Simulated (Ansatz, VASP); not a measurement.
**MoS2: VASP beside Ansatz**

```
Mo S
1.0
     3.18456    0.00000    0.00000
    -1.59228    2.75791    0.00000
     0.00000    0.00000   17.33464
Mo S
1 2
Direct
  0.00000 0.00000 0.00000
  0.33333 0.66667 0.09015
  0.33333 0.66667 0.90985
```

Alike in both runs: task single point; functional r2SCAN; k mesh 12 × 12 × 2; occupations gaussian, width 0.02 eV; no spin polarisation.

|  | VASP | Ansatz |
| --- | --- | --- |
| version | VASP 6.6.1 | Ansatz 0.2.0 |
| potentials or method | VASP PAW PBE potentials, release 64 (Mo_sv, S), cutoff 520 eV | scalar-relativistic, plane waves, PAW |
| valence electrons in the cell | 26 | 26 |

```csv
,VASP,Ansatz,Ansatz less VASP
gap on the k mesh at the Fermi level (eV),1.75,1.74,-0.015
least direct gap on the mesh (eV),1.79,1.78,-0.008
rms of the force components (eV/Å),0.097,0.099,+0.0016
```

VASP's potentials were made for PBE, not for r2SCAN. Atom by atom the forces differ by 0.002 eV/Å (rms over components). Ansatz's warnings: xc potential rough in thin density.
